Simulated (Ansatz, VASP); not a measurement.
**Al3GaN4 in VASP and in Ansatz**

File INCAR:

```
SYSTEM = Al3GaN4
PREC = Accurate
ENCUT = 520
EDIFF = 1E-6
ISMEAR = 0
SIGMA = 0.05
LREAL = Auto
LASPH = .True.
NELM = 80
ALGO = Normal
ISIF = 2
LWAVE = .False.
LCHARG = .False.
GGA = PS
NBANDS = 56
```

Contents of KPOINTS:

```
regular mesh
0
Gamma
  5 5 3
  0 0 0
```

File POSCAR:

```
Al3GaN4
1.0
    0.0000000000     -4.4069948432      0.0000000000
    0.0000000000      0.0000000000     -4.4069948432
    8.8139896863     -1.8363947512      1.8363947512
Al Ga N
6 2 8
Direct
    0.4744979600      1.0255020400      0.0612000000
    0.2661479600      1.2338520400      0.5612000000
   -0.0255020400      0.5255020400      0.0612000000
   -0.2338520400      0.7338520400      0.5612000000
    0.3703229600      0.6296770400      0.3112000000
    0.1619729600      0.8380270400      0.8112000000
   -0.1296770400      1.1296770400      0.3112000000
   -0.3380270400      1.3380270400      0.8112000000
    0.1788053894      0.8211946106      0.1835538588
   -0.0295446106      1.0295446106      0.6835538588
    0.6682208246      0.3317791754      0.1835538588
    0.4598708246      0.5401291754      0.6835538588
   -0.1359249046      0.6465094694      0.9388461412
    0.0724250954      0.4381594694      0.4388461412
    0.3534905306      1.1359249046      0.9388461412
    0.5618405306      0.9275749046      0.4388461412
```

Input for Ansatz:

```yaml
crystal:
  lattice:
    - [0.0, -4.4069948432, 0.0]
    - [0.0, 0.0, -4.4069948432]
    - [8.8139896863, -1.8363947512, 1.8363947512]
  atoms:
    - { symbol: Al, position: [0.47449796, 1.02550204, 0.0612] }
    - { symbol: Al, position: [0.26614796, 1.23385204, 0.5612] }
    - { symbol: Al, position: [-0.02550204, 0.52550204, 0.0612] }
    - { symbol: Al, position: [-0.23385204, 0.73385204, 0.5612] }
    - { symbol: Al, position: [0.37032296, 0.62967704, 0.3112] }
    - { symbol: Al, position: [0.16197296, 0.83802704, 0.8112] }
    - { symbol: Ga, position: [-0.12967704, 1.12967704, 0.3112] }
    - { symbol: Ga, position: [-0.33802704, 1.33802704, 0.8112] }
    - { symbol: "N", position: [0.1788053894, 0.8211946106, 0.1835538588] }
    - { symbol: "N", position: [-0.0295446106, 1.0295446106, 0.6835538588] }
    - { symbol: "N", position: [0.6682208246, 0.3317791754, 0.1835538588] }
    - { symbol: "N", position: [0.4598708246, 0.5401291754, 0.6835538588] }
    - { symbol: "N", position: [-0.1359249046, 0.6465094694, 0.9388461412] }
    - { symbol: "N", position: [0.0724250954, 0.4381594694, 0.4388461412] }
    - { symbol: "N", position: [0.3534905306, 1.1359249046, 0.9388461412] }
    - { symbol: "N", position: [0.5618405306, 0.9275749046, 0.4388461412] }
basis:
  ecutwfc: 420
kpoints:
  mp_grid: { grid: [5, 5, 3] }
hamiltonian:
  xc: pbesol
scf:
  occupations: { method: gaussian, width: 0.05 }
output:
  forces: true
  stress: true
  eigenvalues: true
```

Alike in both runs: task single point; functional PBEsol; k mesh 5 × 5 × 3; occupations gaussian, width 0.05 eV; no spin polarisation.

```csv
,VASP,Ansatz
version,VASP 6.6.1,Ansatz 0.2.0
potentials or method,"VASP PAW PBE potentials, release 64 (Al, Ga_d, N), cutoff 520 eV","scalar-relativistic, plane waves, PAW"
valence electrons in the cell,84,84
```

Ansatz gave:

```
gap on the k mesh at the Fermi level (eV)                     : 3.32
least direct gap on the mesh (eV)                             : 3.32
pressure (GPa)                                                : 11.3
traceless stress, the component that is largest in VASP (GPa) : -16.80
rms of the force components (eV/Å)                            : 3.976
```

Question: Estimate VASP's values.

Answer: gap on the k mesh at the Fermi level (eV): 3.32; least direct gap on the mesh (eV): 3.32; pressure (GPa): 11.5; traceless stress, the component that is largest in VASP (GPa): -17.05; rms of the force components (eV/Å): 4.030.

VASP's potentials were made for PBE, not for PBEsol. Atom by atom the forces differ by 0.054 eV/Å (rms over components). With one functional, cell and mesh, what is left measures potentials, basis and numerics.
